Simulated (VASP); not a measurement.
# LiY3 (Fm-3m) in VASP: single point with PBE

Aim: the single point of LiY3 with PBE.

All numbers are computed with VASP 6.6.1; they aren't measurements. Logs are shortened: lines on timing, memory, paths and dates and some standing lists are left out, and cuts for length are marked.

### 1 The cell of the first run

Symmetry: Fm-3m, No. 225, cubic system. The conventional cell has a = 7.800 Å, b = 7.800 Å, c = 7.800 Å, α = 90.00°, β = 90.00°, γ = 90.00°. Within 4.4 Å of Li (site symmetry m-3m) lie 14 Y at 3.38 to 3.90 Å. Y (site symmetry -43m) has 4 Li at 3.38 Å and 10 Y at 3.38 to 3.90 Å within 4.4 Å. Within 4.4 Å of Y (site symmetry m-3m) lie 8 Y at 3.38 Å and 6 Li at 3.90 Å.

### 2 Single point, PBE

INCAR

```
  PREC = Accurate
  ENCUT = 520
  EDIFF = 1E-7
  ISMEAR = -1
  SIGMA = 0.1
  LREAL = False
  LASPH = True
  NELM = 60
  ALGO = Normal
  ISIF = 2
  LWAVE = False
  LCHARG = True
  GGA = PE
  LELF = True
  LVHAR = True
  NBANDS = 26
```

KPOINTS

```
regular mesh
0
Gamma
  5 5 5
```

POSCAR

```
LiY3
1.0
    5.5152240000      0.0000000000      0.0000000000
    2.7576120000      4.7763240916      0.0000000000
    2.7576120000      1.5921080305      4.5031615391
Li Y
1 3
Direct
    0.0000000000      0.0000000000      0.0000000000
    0.2500000000      0.2500000000      0.2500000000
    0.7500000000      0.7500000000      0.7500000000
    0.5000000000      0.5000000000      0.5000000000
```

Potentials or basis: VASP PAW PBE potentials, release 64 (Li_sv, Y_sv).

Command:

```sh
$ cat potpaw_PBE.64/Li_sv/POTCAR potpaw_PBE.64/Y_sv/POTCAR > POTCAR
$ mpirun -np 1 vasp_std > vasp.out
```

OUTCAR:

```text
PREC = Accurate
   ENCUT = 520
   EDIFF = 1E-7
   ISMEAR = -1
   LREAL = False
   LASPH = True
   NELM = 60
   ISIF = 2
   GGA = PE

 ion  position               nearest neighbor table
   1  0.000  0.000  0.000-   3 3.38   2 3.38   3 3.38   2 3.38   2 3.38   3 3.38   3 3.38   2 3.38

   2  0.250  0.250  0.250-   1 3.38   1 3.38   4 3.38   4 3.38   4 3.38   1 3.38   1 3.38   4 3.38
                             3 3.90   3 3.90   3 3.90   3 3.90   3 3.90   3 3.90
   3  0.750  0.750  0.750-   4 3.38   1 3.38   4 3.38   1 3.38   1 3.38   4 3.38   4 3.38   1 3.38
                             2 3.90   2 3.90   2 3.90   2 3.90   2 3.90   2 3.90
   4  0.500  0.500  0.500-   2 3.38   2 3.38   3 3.38   3 3.38   3 3.38   2 3.38   2 3.38   3 3.38

  LATTYP: Found a face centered cubic cell.
 ALAT       =     7.7997045804

  Lattice vectors:

 A1 = (   5.5152240000,   0.0000000000,   0.0000000000)
 A2 = (   2.7576120000,   4.7763240916,   0.0000000000)
 A3 = (   2.7576120000,   1.5921080305,   4.5031615391)

Analysis of symmetry for initial positions (statically):
[... 5 lines left out ...]
 face centered cubic supercell.

 Subroutine GETGRP returns: Found 48 space group operations
 (whereof 48 operations were pure point group operations)
 out of a pool of 48 trial point group operations.

The static configuration has the point symmetry O_h .

Analysis of symmetry for dynamics (positions and initial velocities):
[... 5 lines left out ...]
 face centered cubic supercell.

 Subroutine GETGRP returns: Found 48 space group operations
 (whereof 48 operations were pure point group operations)
 out of a pool of 48 trial point group operations.

The dynamic configuration has the point symmetry O_h .

 Subroutine INISYM returns: Found 48 space group operations
 (whereof 48 operations are pure point group operations),
 and found     1 'primitive' translations

----------------------------------------------------------------------------------------

                                     Primitive cell

  volume of cell :     118.6245

  direct lattice vectors                    reciprocal lattice vectors
     5.515224000  0.000000000  0.000000000     0.181316298 -0.104683014 -0.074022069
     2.757612000  4.776324092  0.000000000     0.000000000  0.209366027 -0.074022069
     2.757612000  1.592108030  4.503161539     0.000000000  0.000000000  0.222066206

  length of vectors
     5.515224000  5.515224000  5.515224000     0.222066206  0.222066206  0.222066206

  position of ions in fractional coordinates (direct lattice)
     0.000000000  0.000000000  0.000000000
     0.250000000  0.250000000  0.250000000
     0.750000000  0.750000000  0.750000000
     0.500000000  0.500000000  0.500000000

  ion indices of the primitive-cell ions
   primitive index   ion index
                 1           1
                 2           2
                 3           3
                 4           4

----------------------------------------------------------------------------------------

 KPOINTS: regular mesh

Automatic generation of k-mesh.
 Grid dimensions read from file:
 generate k-points for:    5    5    5

 Generating k-lattice:

  Cartesian coordinates                     Fractional coordinates (reciprocal lattice)
     0.036263260 -0.020936603 -0.014804414     0.200000000  0.000000000  0.000000000
     0.000000000  0.041873205 -0.014804414     0.000000000  0.200000000  0.000000000
     0.000000000  0.000000000  0.044413241     0.000000000  0.000000000  0.200000000

  Length of vectors
     0.044413241  0.044413241  0.044413241

  Shift w.r.t. Gamma in fractional coordinates (k-lattice)
     0.000000000  0.000000000  0.000000000

 Subroutine IBZKPT returns following result:
 ===========================================

 Found     10 irreducible k-points:

 Following reciprocal coordinates:
            Coordinates               Weight
  0.000000  0.000000  0.000000      1.000000
  0.200000  0.000000  0.000000      8.000000
  0.400000  0.000000  0.000000      8.000000
  0.200000  0.200000  0.000000      6.000000
  0.400000  0.200000  0.000000     24.000000
 -0.400000  0.200000  0.000000     24.000000
 -0.200000  0.200000  0.000000     12.000000
  0.400000  0.400000  0.000000      6.000000
 -0.400000  0.400000  0.000000     12.000000
 -0.400000  0.400000  0.200000     24.000000
   k-points           NKPTS =     10   k-points in BZ     NKDIM =     10   number of bands    NBANDS=     26
   number of dos      NEDOS =    301   number of ions     NIONS =      4
   total plane-waves  NPLWV =  74088
   dimension x,y,z NGX =    42 NGY =   42 NGZ =   42
   dimension x,y,z NGXF=    84 NGYF=   84 NGZF=   84
   ions per type =               1   3
   NGX,Y,Z   is equivalent  to a cutoff of  12.66, 12.66, 12.66 a.u.
   NGXF,Y,Z  is equivalent  to a cutoff of  25.32, 25.32, 25.32 a.u.
 SYSTEM =  unknown system
   PREC   = accura    normal or accurate (medium, high low for compatibility)
   ISTART =      0    job   : 0-new  1-cont  2-samecut
   ICHARG =      2    charge: 1-file 2-atom 10-const
   ISPIN  =      1    spin polarized calculation?
   LNONCOLLINEAR =      F non collinear calculations
   LSORBIT =      F    spin-orbit coupling
   LASPH  =      T    aspherical Exc in radial PAW
   ENCUT  =  520.0 eV  38.22 Ry    6.18 a.u.  10.25 10.25 10.25*2*pi/ulx,y,z
   NELM   =     60;   NELMIN=  2; NELMDL= -5     # of ELM steps
   EDIFF  = 0.1E-06   stopping-criterion for ELM
   LREAL  =      F    real-space projection
   EDIFFG = 0.1E-05   stopping-criterion for IOM
   NSW    =      0    number of steps for IOM
   IBRION =     -1    ionic relax: 0-MD 1-quasi-New 2-CG
   NFREE  =      0    steps in history (QN), initial steepest desc. (CG)
   ISIF   =      2    stress and relaxation
   ISYM   =      2    0-nonsym 1-usesym 2-fastsym
   POTIM  = 0.5000    time-step for ionic-motion
   TEBEG  =    0.0;   TEEND  =   0.0 temperature during run
   PSTRESS=    0.0 pullay stress
   NELECT =      36.0000    total number of electrons
   NUPDOWN=      -1.0000    fix difference up-down
   EMIN   =  10.00;   EMAX   =-10.00  energy-range for DOS
   EFERMI =   0.00;   METHOD = LEGACY
   ISMEAR =    -1;   SIGMA  =   0.10  broadening in eV -4-tet -1-fermi 0-gaus
   EFERMI_NEDOS =   21; number of points for ismear=-14 and -15
   IALGO  =     38    algorithm
   IMIX   =      4    mixing-type and parameters
     AMIX     =   0.40;   BMIX     =  1.00
     AMIX_MAG =   1.60;   BMIX_MAG =  1.00
  volume/ion in A,a.u.               =      29.66       200.13
  Fermi-wavevector in a.u.,A,eV,Ry     =   1.100147  2.078977 16.467459  1.210324
  Thomas-Fermi vector in A             =   2.236554
   LORBIT       =      0    0 simple, 1 ext, 2 COOP (PROOUT), +10 PAW based schemes
   GGA     = PE    functional components
   LHFCALC =     F    Hartree Fock is set to
   AEXX    =    0.0000 exact exchange contribution
   IVDW    =     0    specifies the selected vdW correction
   LEPSILON=     F    determine dielectric tensor
   LRPA    =     F    only Hartree local field effects (RPA)
 non-spin polarized calculation
  energy-cutoff  :      520.00
  volume of cell :      118.62
 maximum number of plane-waves:      3218
 NGX is ok and might be reduce to    42
   NGX = 21   NGY = 21   NGZ = 21

 number of electron      36.0000009 magnetization

 Free energy of the ion-electron system (eV)
  ---------------------------------------------------
  ext. energy  EPLUGINS =         0.00000000
  ---------------------------------------------------
  free energy    TOTEN  =       -20.52683640 eV

  energy without entropy =      -20.36437683  energy(sigma->0) =      -20.44560662

 E-fermi :   2.6056     XC(G=0):  -9.0342

 val. band max:        2.5587042948   @ k =   0.4000   0.0000   0.0000
 cond. band min:       2.7776634455   @ k =   0.4000   0.2000   0.0000
 fundamental gap:      0.2189591507
 Fermi energy:         2.6056279090

 k-point     1 :       0.0000    0.0000    0.0000
  band No.  band energies     occupation
      1     -43.0345      2.00000
      2     -40.3362      2.00000
      3     -40.2946      2.00000
      4     -40.1267      2.00000
      5     -20.3851      2.00000
      6     -20.3851      2.00000
[... 18 lines left out ...]
     25       6.0737      0.00000
     26       6.6543      0.00000

 k-point     2 :       0.2000    0.0000    0.0000
  band No.  band energies     occupation
      1     -43.0346      2.00000
      2     -40.3296      2.00000
      3     -40.2967      2.00000
      4     -40.1314      2.00000
      5     -20.4304      2.00000
      6     -20.4198      2.00000
[... 18 lines left out ...]
     25       5.4829      0.00000
     26       6.5486      0.00000

 k-point     3 :       0.4000    0.0000    0.0000
  band No.  band energies     occupation
      1     -43.0345      2.00000
      2     -40.3156      2.00000
      3     -40.3026      2.00000
      4     -40.1398      2.00000
      5     -20.4519      2.00000
      6     -20.4519      2.00000
[... 18 lines left out ...]
     25       4.6135      0.00000
     26       6.5316      0.00000

 k-point     4 :       0.2000    0.2000    0.0000
  band No.  band energies     occupation
      1     -43.0345      2.00000
      2     -40.3275      2.00000
      3     -40.2971      2.00000
      4     -40.1331      2.00000
      5     -20.4612      2.00000
      6     -20.4612      2.00000
[... 18 lines left out ...]
     25       5.6618      0.00000
     26       5.9635      0.00000
[... 90 lines left out ...]
      1     -43.0345      2.00000
      2     -40.3120      2.00000
      3     -40.3011      2.00000
      4     -40.1450      2.00000
      5     -20.5266      2.00000
      6     -20.5266      2.00000
[... 18 lines left out ...]
     25       4.6439      0.00000
     26       5.8637      0.00000

 k-point     9 :      -0.4000    0.4000    0.0000
  band No.  band energies     occupation
      1     -43.0345      2.00000
      2     -40.3077      2.00000
      3     -40.3034      2.00000
      4     -40.1470      2.00000
      5     -20.5215      2.00000
      6     -20.5172      2.00000
[... 18 lines left out ...]
     25       5.2943      0.00000
     26       5.4159      0.00000

 k-point    10 :      -0.4000    0.4000    0.2000
  band No.  band energies     occupation
      1     -43.0345      2.00000
      2     -40.3087      2.00000
      3     -40.3036      2.00000
      4     -40.1457      2.00000
      5     -20.5278      2.00000
      6     -20.4573      2.00000
[... 18 lines left out ...]
     25       5.1864      0.00000
     26       5.6381      0.00000

------------------------ aborting loop because EDIFF is reached ----------------------------------------

  FORCE on cell =-STRESS in cart. coord.  units (eV):
  Direction    XX          YY          ZZ          XY          YZ          ZX
  --------------------------------------------------------------------------------------
  -------------------------------------------------------------------------------------
  Total       -0.0164439     -0.0164439     -0.0164439     -0.0000000      0.0000000     -0.0000000
  in kB       -0.2220962     -0.2220962     -0.2220962     -0.0000000      0.0000000     -0.0000000
  external PRESSURE =      -0.2220962 kB  Pullay stress =       0.0000000 kB

 VOLUME and BASIS-vectors are now :
 -----------------------------------------------------------------------------
  energy-cutoff  :      520.00
  volume of cell :      118.62
      direct lattice vectors                 reciprocal lattice vectors
     5.515224000  0.000000000  0.000000000     0.181316298 -0.104683014 -0.074022069
     2.757612000  4.776324092  0.000000000     0.000000000  0.209366027 -0.074022069
     2.757612000  1.592108030  4.503161539     0.000000000  0.000000000  0.222066206

 POSITION                                       TOTAL-FORCE (eV/Angst)
 -----------------------------------------------------------------------------------
      0.00000      0.00000      0.00000        -0.000000     -0.000000      0.000000
      2.75761      1.59211      1.12579        -0.000000     -0.000000      0.000000
      8.27284      4.77632      3.37737         0.000000      0.000000     -0.000000
      5.51522      3.18422      2.25158        -0.000000     -0.000000      0.000000
 -----------------------------------------------------------------------------------
    total drift:                               -0.000000     -0.000000     -0.000000

  FREE ENERGIE OF THE ION-ELECTRON SYSTEM (eV)
  ---------------------------------------------------
  free  energy   TOTEN  =       -20.5268364029 eV

  energy  without entropy=      -20.3643768289  energy(sigma->0) =      -20.44560662
```

Run time: 30 s. Hardware: 1 thread of Intel Xeon 6975P-C (Granite Rapids), shared host; peak memory 0.26 GiB.

Results:

```
Free energy            : -20.5268 eV
Band gap on the k mesh : zero (band 18 reaches 2.80 eV, above the bottom of band 19 at 2.22 eV)
```

Caveat: the cutoff is under 1.25 times the usual one of these potentials, so pressure, stress and relaxed cells hold a basis-set (Pulay) error.
